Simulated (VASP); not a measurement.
# SnSe in VASP: single point with PBE

Aim: the single point of SnSe with PBE.

Program: VASP 6.6.1. These are calculated values, not measurements. Logs are shortened: lines on timing, memory, paths and dates and some standing lists are left out, and cuts for length are marked.

## Step 1: The cell of the first run

The cell holds a slab with vacuum, 12 atoms: a = 4.286 Å, b = 6.062 Å, c = 25.716 Å, α = 90.00°, β = 90.00°, γ = 90.00°.

## Step 2: Single point, PBE

Input file INCAR:

```
  PREC = Accurate
  ENCUT = 520
  EDIFF = 1E-7
  ISMEAR = 0
  SIGMA = 0.05
  LREAL = F
  LASPH = T
  NELM = 60
  ALGO = Normal
  ISIF = 2
  LWAVE = F
  LCHARG = F
  LDIPOL = T
  IDIPOL = 3
  DIPOL = 0.5 0.5 0.500
  GGA = PE
  NBANDS = 72
  KPAR = 4
```

Input file KPOINTS:

```
regular mesh
0
Gamma
  8 6 1
```

Input file POSCAR:

```
SnSe
1.0
    4.2862137860      0.0000000000      0.0000000000
    0.0000000000      6.0616216674      0.0000000000
    0.0000000000      0.0000000000     25.7155344650
Sn Se
6 6
Direct
    0.5000000000      0.5000000000      0.2916525033
    0.0000000000      0.0000000000      0.3749915020
    0.5000000000      0.5000000000      0.4583305007
    0.0000000000      0.0000000000      0.5416694993
    0.5000000000      0.5000000000      0.6250084980
    0.0000000000      0.0000000000      0.7083474967
    0.5000000000      0.0000000000      0.2916525033
    0.0000000000      0.5000000000      0.3749915020
    0.5000000000      0.0000000000      0.4583305007
    0.0000000000      0.5000000000      0.5416694993
    0.5000000000      0.0000000000      0.6250084980
    0.0000000000      0.5000000000      0.7083474967
```

Potentials or basis: VASP PAW PBE potentials, release 64 (Sn_d, Se).

Command:

```
$ cat potpaw_PBE.64/Sn_d/POTCAR potpaw_PBE.64/Se/POTCAR > POTCAR
$ mpirun -np 4 vasp_std > vasp.out
```

OUTCAR:

```text
PREC = Accurate
   ENCUT = 520
   EDIFF = 1E-7
   ISMEAR = 0
   LREAL = F
   LASPH = T
   NELM = 60
   ISIF = 2
   GGA = PE

 ion  position               nearest neighbor table
   1  0.500  0.500  0.292-   7 3.03   7 3.03   8 3.03   8 3.03
   2  0.000  0.000  0.375-   8 3.03   8 3.03   9 3.03   7 3.03   7 3.03   9 3.03
   3  0.500  0.500  0.458-  10 3.03  10 3.03   9 3.03   9 3.03   8 3.03   8 3.03
   4  0.000  0.000  0.542-   9 3.03   9 3.03  10 3.03  10 3.03  11 3.03  11 3.03
   5  0.500  0.500  0.625-  11 3.03  11 3.03  12 3.03  10 3.03  10 3.03  12 3.03
   6  0.000  0.000  0.708-  12 3.03  12 3.03  11 3.03  11 3.03
   7  0.500  0.000  0.292-   1 3.03   1 3.03   2 3.03   2 3.03
   8  0.000  0.500  0.375-   2 3.03   2 3.03   3 3.03   1 3.03   1 3.03   3 3.03
   9  0.500  0.000  0.458-   4 3.03   4 3.03   3 3.03   3 3.03   2 3.03   2 3.03
  10  0.000  0.500  0.542-   3 3.03   3 3.03   4 3.03   4 3.03   5 3.03   5 3.03
  11  0.500  0.000  0.625-   5 3.03   5 3.03   6 3.03   4 3.03   4 3.03   6 3.03
  12  0.000  0.500  0.708-   6 3.03   6 3.03   5 3.03   5 3.03

  LATTYP: Found a simple orthorhombic cell.
 ALAT       =     4.2862137860
 B/A-ratio  =     1.4142135624
 C/A-ratio  =     5.9995921223

  Lattice vectors:

 A1 = (   4.2862137860,   0.0000000000,   0.0000000000)
 A2 = (   0.0000000000,   6.0616216674,   0.0000000000)
 A3 = (   0.0000000000,   0.0000000000,  25.7155344650)

Analysis of symmetry for initial positions (statically):
=====================================================================
 Subroutine PRICEL returns:
 Original cell was already a primitive cell.

 Routine SETGRP: Setting up the symmetry group for a
 simple orthorhombic supercell.

 Subroutine GETGRP returns: Found  8 space group operations
 (whereof  4 operations were pure point group operations)
 out of a pool of  8 trial point group operations.

The static configuration has the point symmetry C_2v.
 The point group associated with its full space group is D_2h.

Analysis of symmetry for dynamics (positions and initial velocities):
=====================================================================
 Subroutine PRICEL returns:
 Original cell was already a primitive cell.

 Routine SETGRP: Setting up the symmetry group for a
 simple orthorhombic supercell.

 Subroutine GETGRP returns: Found  8 space group operations
 (whereof  4 operations were pure point group operations)
 out of a pool of  8 trial point group operations.

The dynamic configuration has the point symmetry C_2v.
 The point group associated with its full space group is D_2h.

[... 134 lines left out ...]
  volume/ion in A,a.u.               =      55.68       375.73
  Fermi-wavevector in a.u.,A,eV,Ry     =   0.923668  1.745479 11.607979  0.853162
  Thomas-Fermi vector in A             =   2.049330
   LORBIT       =      0    0 simple, 1 ext, 2 COOP (PROOUT), +10 PAW based schemes
   GGA     = PE    functional components
   LHFCALC =     F    Hartree Fock is set to
   AEXX    =    0.0000 exact exchange contribution
   IVDW    =     0    specifies the selected vdW correction
   LEPSILON=     F    determine dielectric tensor
   LRPA    =     F    only Hartree local field effects (RPA)
 non-spin polarized calculation
 Gauss-broadening in eV      SIGMA  =   0.05
  energy-cutoff  :      520.00
  volume of cell :      668.13
 maximum number of plane-waves:     18064
 NGX is ok and might be reduce to    32
   NGX = 15   NGY = 23   NGZ = 95

 dipolmoment           0.000000      0.000000     -0.000000 electrons x Angstroem

 number of electron     120.0000059 magnetization

 dipolmoment           0.000000      0.000000      0.000000 electrons x Angstroem

 Free energy of the ion-electron system (eV)
  ---------------------------------------------------
  ext. energy  EPLUGINS =         0.00000000
  ---------------------------------------------------
  free energy    TOTEN  =       -47.87620947 eV

  energy without entropy =      -47.87620941  energy(sigma->0) =      -47.87620944

 E-fermi :   0.4645     XC(G=0):  -5.3269

 val. band max:        0.2960137535   @ k =   0.5000   0.5000   0.0000
 cond. band min:       0.6282191605   @ k =   0.5000   0.5000   0.0000
 fundamental gap:      0.3322054071
 Fermi energy:         0.4645427648

 k-point     1 :       0.0000    0.0000    0.0000
  band No.  band energies     occupation
      1     -21.5327      2.00000
      2     -21.5327      2.00000
      3     -21.5273      2.00000
      4     -21.5273      2.00000
      5     -21.4679      2.00000
      6     -21.4679      2.00000
[... 1489 lines left out ...]
     71       2.9332      0.00000
     72       2.9332      0.00000

------------------------ aborting loop because EDIFF is reached ----------------------------------------

 vacuum level on the upper side and lower side of the slab       (xc-potential included)        -0.041        -0.041

  FORCE on cell =-STRESS in cart. coord.  units (eV):
  Direction    XX          YY          ZZ          XY          YZ          ZX
  --------------------------------------------------------------------------------------
  -------------------------------------------------------------------------------------
  Total       -3.8196958     -3.7370988     -4.5815038      0.0000000      0.0000000      0.0000000
  in kB       -9.1596980     -8.9616289    -10.9865270      0.0000000      0.0000000      0.0000000
  external PRESSURE =      -9.7026180 kB  Pullay stress =       0.0000000 kB

 VOLUME and BASIS-vectors are now :
 -----------------------------------------------------------------------------
  energy-cutoff  :      520.00
  volume of cell :      668.13
      direct lattice vectors                 reciprocal lattice vectors
     4.286213786  0.000000000  0.000000000     0.233306141  0.000000000  0.000000000
     0.000000000  6.061621667  0.000000000     0.000000000  0.164972355  0.000000000
     0.000000000  0.000000000 25.715534465     0.000000000  0.000000000  0.038887000

 POSITION                                       TOTAL-FORCE (eV/Angst)
 -----------------------------------------------------------------------------------
      2.14311      3.03081      7.50000         0.000000      0.000000      0.689267
      0.00000      0.00000      9.64311         0.000000      0.000000     -0.941058
      2.14311      3.03081     11.78621         0.000000      0.000000      0.422071
      0.00000      0.00000     13.92932         0.000000      0.000000     -0.422071
      2.14311      3.03081     16.07243         0.000000      0.000000      0.941058
      0.00000      0.00000     18.21553         0.000000      0.000000     -0.689267
      2.14311      0.00000      7.50000         0.000000      0.000000      0.570441
      0.00000      3.03081      9.64311         0.000000      0.000000     -0.744397
      2.14311      0.00000     11.78621         0.000000      0.000000      0.439130
      0.00000      3.03081     13.92932         0.000000      0.000000     -0.439130
      2.14311      0.00000     16.07243         0.000000      0.000000      0.744397
      0.00000      3.03081     18.21553         0.000000      0.000000     -0.570441
 -----------------------------------------------------------------------------------
    total drift:                                0.000000      0.000000      0.000000

  FREE ENERGIE OF THE ION-ELECTRON SYSTEM (eV)
  ---------------------------------------------------
  free  energy   TOTEN  =       -47.8762094681 eV

  energy  without entropy=      -47.8762094148  energy(sigma->0) =      -47.87620944

 vacuum level on the upper side and lower side of the slab         4.788         4.788
```

Wall time 15 min (4 MPI ranks of AMD EPYC, shared host); peak memory 1.1 GiB.

Results:

- Free energy: -47.8762 eV
- Largest force: 0.941 eV/Å
- Band gap on the k mesh: 0.33 eV, direct

Forces in eV/Å, atoms in the order of the input:
```
Sn   0.000  0.000  0.689
Sn   0.000  0.000 -0.941
Sn   0.000  0.000  0.422
Sn   0.000  0.000 -0.422
Sn   0.000  0.000  0.941
Sn   0.000  0.000 -0.689
Se   0.000  0.000  0.570
Se   0.000  0.000 -0.744
Se   0.000  0.000  0.439
Se   0.000  0.000 -0.439
Se   0.000  0.000  0.744
Se   0.000  0.000 -0.570
```

Levels at points of the mesh, in eV from the valence-band top:
```csv
k point,band 58,band 59,band 60,band 61,band 62,band 63
"(0.00, 0.00, 0.00)",-0.88,-0.70,-0.19,0.84,1.68,1.84
"(0.50, 0.00, 0.00)",-1.62,-0.57,-0.57,0.82,0.82,2.09
"(0.00, 0.50, 0.00)",-0.49,-0.08,-0.08,0.70,0.70,1.16
"(0.50, 0.50, 0.00)",-0.18,0.00,0.00,0.33,0.33,1.11
```

Caveat: spin-orbit coupling is left out, which moves the levels of the heavy elements.
